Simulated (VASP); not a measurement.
# YB3 (Pm-3m) in VASP: further runs, part 2 of 2

VASP 6.6.1. Earlier steps stand in the parts before.

### 4 Relaxation of cell and atoms, PBE

Contents of INCAR:

```
PREC = Accurate
ENCUT = 600
EDIFF = 1E-6
ISMEAR = 0
SIGMA = 0.1
LREAL = False
LASPH = True
NELM = 60
ALGO = Normal
ISIF = 3
LWAVE = False
LCHARG = False
GGA = PE
IBRION = 2
NSW = 90
EDIFFG = -0.04
```

Contents of KPOINTS:

```
regular mesh
0
Gamma
  6 6 6
```

Contents of POSCAR:

```
YB3
1.0
    3.4355864600      0.0000000000      0.0000000000
    0.0000000000      3.4355864600      0.0000000000
    0.0000000000      0.0000000000      3.4355864600
Y B
1 3
Direct
    0.0000000000      0.0000000000      0.0000000000
    0.0000000000      0.5000000000      0.5000000000
    0.5000000000      0.0000000000      0.5000000000
    0.5000000000      0.5000000000      0.0000000000
```

Potentials or basis: VASP PAW PBE potentials, release 64 (Y_sv, B).

Command:

```sh
$ cat potpaw_PBE.64/Y_sv/POTCAR potpaw_PBE.64/B/POTCAR > POTCAR
$ mpirun -np 1 vasp_std > vasp.out
```

OUTCAR:

```text
PREC = Accurate
   ENCUT = 600
   EDIFF = 1E-6
   ISMEAR = 0
   LREAL = False
   LASPH = True
   NELM = 60
   ISIF = 3
   GGA = PE
   IBRION = 2
   NSW = 90
   EDIFFG = -0.04

 ion  position               nearest neighbor table
   1  0.000  0.000  0.000-   2 2.43   3 2.43   4 2.43   2 2.43   3 2.43   2 2.43   4 2.43   2 2.43
                             3 2.43   4 2.43   3 2.43   4 2.43
   2  0.000  0.500  0.500-   1 2.43   1 2.43   1 2.43   1 2.43
   3  0.500  0.000  0.500-   1 2.43   1 2.43   1 2.43   1 2.43
   4  0.500  0.500  0.000-   1 2.43   1 2.43   1 2.43   1 2.43

  LATTYP: Found a simple cubic cell.
 ALAT       =     3.4355864600

  Lattice vectors:

 A1 = (   3.4355864600,   0.0000000000,   0.0000000000)
 A2 = (   0.0000000000,   3.4355864600,   0.0000000000)
 A3 = (   0.0000000000,   0.0000000000,   3.4355864600)

Analysis of symmetry for initial positions (statically):
=====================================================================
 Subroutine PRICEL returns:
 Original cell was already a primitive cell.

 Routine SETGRP: Setting up the symmetry group for a
 simple cubic supercell.

 Subroutine GETGRP returns: Found 48 space group operations
 (whereof 48 operations were pure point group operations)
 out of a pool of 48 trial point group operations.

The static configuration has the point symmetry O_h .

Analysis of symmetry for dynamics (positions and initial velocities):
=====================================================================
 Subroutine PRICEL returns:
 Original cell was already a primitive cell.

 Routine SETGRP: Setting up the symmetry group for a
 simple cubic supercell.

 Subroutine GETGRP returns: Found 48 space group operations
 (whereof 48 operations were pure point group operations)
 out of a pool of 48 trial point group operations.

The dynamic configuration has the point symmetry O_h .

 Subroutine INISYM returns: Found 48 space group operations
 (whereof 48 operations are pure point group operations),
 and found     1 'primitive' translations

----------------------------------------------------------------------------------------

                                     Primitive cell

  volume of cell :      40.5511

  direct lattice vectors                    reciprocal lattice vectors
     3.435586460  0.000000000  0.000000000     0.291071120  0.000000000  0.000000000
     0.000000000  3.435586460  0.000000000     0.000000000  0.291071120  0.000000000
     0.000000000  0.000000000  3.435586460     0.000000000  0.000000000  0.291071120

  length of vectors
     3.435586460  3.435586460  3.435586460     0.291071120  0.291071120  0.291071120

  position of ions in fractional coordinates (direct lattice)
     0.000000000  0.000000000  0.000000000
     0.000000000  0.500000000  0.500000000
     0.500000000  0.000000000  0.500000000
     0.500000000  0.500000000  0.000000000

  ion indices of the primitive-cell ions
   primitive index   ion index
                 1           1
                 2           2
                 3           3
                 4           4

----------------------------------------------------------------------------------------

 KPOINTS: regular mesh

Automatic generation of k-mesh.
 Grid dimensions read from file:
 generate k-points for:    6    6    6

 Generating k-lattice:

  Cartesian coordinates                     Fractional coordinates (reciprocal lattice)
     0.048511853  0.000000000  0.000000000     0.166666667  0.000000000  0.000000000
     0.000000000  0.048511853  0.000000000     0.000000000  0.166666667  0.000000000
     0.000000000  0.000000000  0.048511853     0.000000000  0.000000000  0.166666667

  Length of vectors
     0.048511853  0.048511853  0.048511853

  Shift w.r.t. Gamma in fractional coordinates (k-lattice)
     0.000000000  0.000000000  0.000000000

 Subroutine IBZKPT returns following result:
 ===========================================

 Found     20 irreducible k-points:

 Following reciprocal coordinates:
            Coordinates               Weight
  0.000000  0.000000  0.000000      1.000000
  0.166667  0.000000  0.000000      6.000000
  0.333333  0.000000  0.000000      6.000000
  0.500000  0.000000  0.000000      3.000000
  0.166667  0.166667  0.000000     12.000000
  0.333333  0.166667  0.000000     24.000000
[... 12 lines left out ...]
  0.500000  0.500000  0.333333      6.000000
  0.500000  0.500000  0.500000      1.000000
   k-points           NKPTS =     20   k-points in BZ     NKDIM =     20   number of bands    NBANDS=     14
   number of dos      NEDOS =    301   number of ions     NIONS =      4
   total plane-waves  NPLWV =  21952
   dimension x,y,z NGX =    28 NGY =   28 NGZ =   28
   dimension x,y,z NGXF=    56 NGYF=   56 NGZF=   56
   ions per type =               1   3
   NGX,Y,Z   is equivalent  to a cutoff of  13.55, 13.55, 13.55 a.u.
   NGXF,Y,Z  is equivalent  to a cutoff of  27.10, 27.10, 27.10 a.u.
 SYSTEM =  unknown system
   PREC   = accura    normal or accurate (medium, high low for compatibility)
   ISTART =      0    job   : 0-new  1-cont  2-samecut
   ICHARG =      2    charge: 1-file 2-atom 10-const
   ISPIN  =      1    spin polarized calculation?
   LNONCOLLINEAR =      F non collinear calculations
   LSORBIT =      F    spin-orbit coupling
   LASPH  =      T    aspherical Exc in radial PAW
   ENCUT  =  600.0 eV  44.10 Ry    6.64 a.u.   6.86  6.86  6.86*2*pi/ulx,y,z
   NELM   =     60;   NELMIN=  2; NELMDL= -5     # of ELM steps
   EDIFF  = 0.1E-05   stopping-criterion for ELM
   LREAL  =      F    real-space projection
   EDIFFG = -.4E-01   stopping-criterion for IOM
   NSW    =     90    number of steps for IOM
   IBRION =      2    ionic relax: 0-MD 1-quasi-New 2-CG
   NFREE  =      1    steps in history (QN), initial steepest desc. (CG)
   ISIF   =      3    stress and relaxation
   ISYM   =      2    0-nonsym 1-usesym 2-fastsym
   POTIM  = 0.5000    time-step for ionic-motion
   TEBEG  =    0.0;   TEEND  =   0.0 temperature during run
   PSTRESS=    0.0 pullay stress
   NELECT =      20.0000    total number of electrons
   NUPDOWN=      -1.0000    fix difference up-down
   EMIN   =  10.00;   EMAX   =-10.00  energy-range for DOS
   EFERMI =   0.00;   METHOD = LEGACY
   ISMEAR =     0;   SIGMA  =   0.10  broadening in eV -4-tet -1-fermi 0-gaus
   EFERMI_NEDOS =   21; number of points for ismear=-14 and -15
   IALGO  =     38    algorithm
   IMIX   =      4    mixing-type and parameters
     AMIX     =   0.40;   BMIX     =  1.00
     AMIX_MAG =   1.60;   BMIX_MAG =  1.00
  volume/ion in A,a.u.               =      10.14        68.41
  Fermi-wavevector in a.u.,A,eV,Ry     =   1.293453  2.444272 22.762824  1.673020
  Thomas-Fermi vector in A             =   2.425097
   LORBIT       =      0    0 simple, 1 ext, 2 COOP (PROOUT), +10 PAW based schemes
   GGA     = PE    functional components
   LHFCALC =     F    Hartree Fock is set to
   AEXX    =    0.0000 exact exchange contribution
   IVDW    =     0    specifies the selected vdW correction
   LEPSILON=     F    determine dielectric tensor
   LRPA    =     F    only Hartree local field effects (RPA)
 conjugate gradient relaxation of ions
 non-spin polarized calculation
 Gauss-broadening in eV      SIGMA  =   0.10
  energy-cutoff  :      600.00
  volume of cell :       40.55
 maximum number of plane-waves:      1376
 NGX is ok and might be reduce to    28
   NGX = 13   NGY = 13   NGZ = 13

--------------------------------------- Ionic step        1  -------------------------------------------

 number of electron      20.0000000 magnetization

 Free energy of the ion-electron system (eV)
  ---------------------------------------------------
  ext. energy  EPLUGINS =         0.00000000
  ---------------------------------------------------
  free energy    TOTEN  =       -22.29921178 eV

  energy without entropy =      -22.29346991  energy(sigma->0) =      -22.29634084

------------------------ aborting loop because EDIFF is reached ----------------------------------------

  FORCE on cell =-STRESS in cart. coord.  units (eV):
  Direction    XX          YY          ZZ          XY          YZ          ZX
  --------------------------------------------------------------------------------------
  -------------------------------------------------------------------------------------
  Total        5.4930124      5.4930124      5.4930124      0.0000000      0.0000000      0.0000000
  in kB      217.0293711    217.0293711    217.0293711      0.0000000      0.0000000      0.0000000
  external PRESSURE =     217.0293711 kB  Pullay stress =       0.0000000 kB
[... 61 lines left out ...]
  energy  without entropy=      -22.5851528248  energy(sigma->0) =      -22.58725061

--------------------------------------- Ionic step        3  -------------------------------------------

 number of electron      20.0000000 magnetization

 Free energy of the ion-electron system (eV)
  ---------------------------------------------------
  ext. energy  EPLUGINS =         0.00000000
  ---------------------------------------------------
  free energy    TOTEN  =       -22.64394138 eV

  energy without entropy =      -22.63344257  energy(sigma->0) =      -22.63869197

 E-fermi :   4.9695     XC(G=0): -11.4605

 val. band max:        4.9392444583   @ k =   0.3333   0.1667   0.0000
 cond. band min:       5.0291423908   @ k =   0.5000   0.3333   0.1667
 fundamental gap:      0.0898979325
 Fermi energy:         4.9694719036

 k-point     1 :       0.0000    0.0000    0.0000
  band No.  band energies     occupation
      1     -35.2597      2.00000
      2     -15.4254      2.00000
      3     -15.4254      2.00000
      4     -15.4254      2.00000
      5      -5.9946      2.00000
      6       1.4030      2.00000
      7       1.4030      2.00000
      8       3.1580      2.00000
      9       3.1580      2.00000
     10       3.1580      2.00000
     11       7.9860      0.00000
     12       7.9860      0.00000
     13       7.9860      0.00000
     14       9.6098      0.00000
[... 352 lines left out ...]
  FREE ENERGIE OF THE ION-ELECTRON SYSTEM (eV)
  ---------------------------------------------------
  free  energy   TOTEN  =       -22.6439413802 eV

  energy  without entropy=      -22.6334425664  energy(sigma->0) =      -22.63869197

 reached required accuracy - stopping structural energy minimisation
```

Wall time 32 s (1 thread of AMD EPYC 9R45 (Zen 5), shared host); peak memory 0.15 GiB.

What came out:

```
Free energy                           : -22.6439 eV
Relaxed volume                        : 11.58 Å³/atom
Relaxed cell                          : a = 3.591 Å, b = 3.591 Å, c = 3.591 Å, α = 90.00°, β = 90.00°, γ = 90.00°
Space group after relaxing (to 0.1 Å) : Pm-3m (No. 221)
Energy gained by relaxing             : 86.2 meV/atom
Ionic steps                           : 3
Pressure after relaxing               : 0.4 GPa
Band gap on the k mesh                : zero (bands 10 and 11 overlap by 2.21 eV)
```

Step by step:
| step | energy change (eV) | largest force (eV/Å) | pressure (GPa) | volume (Å³) |
| --- | --- | --- | --- | --- |
| 1 | 0.0000 | 0.0000 | 21.70 | 40.55 |
| 2 | -0.2901 | 0.0000 | -6.30 | 49.16 |
| 3 | -0.3447 | 0.0000 | 0.36 | 46.32 |

Final structure:
```xyz
4
Lattice="3.5912 0.0000 0.0000 0.0000 3.5912 0.0000 0.0000 0.0000 3.5912" Properties=species:S:1:pos:R:3 pbc="T T T"
Y     0.0000    0.0000    0.0000
B     0.0000    1.7956    1.7956
B     1.7956    0.0000    1.7956
B     1.7956    1.7956    0.0000
```

### 5 Overview

| task | cell | cutoff (eV) | gap on the mesh (eV) | pressure (GPa) |
| --- | --- | --- | --- | --- |
| single point | a = 3.436 Å, 4 atoms | 520 | none | 21.7 |
| single point | a = 3.599 Å, 4 atoms | 520 | none | -0.4 |
| relaxation of cell and atoms | relaxed from a = 3.436 Å, 4 atoms | 600 | none | 0.4 |

Alike in all rows: level PBE; potentials or basis VASP PAW PBE potentials, release 64 (Y_sv, B); no spin polarisation; k mesh 6 × 6 × 6; smearing gaussian 0.1 eV.

Caveats: the cell stands under pressure (at least some runs).

Absolute energies hang on the potentials; compare differences alone.
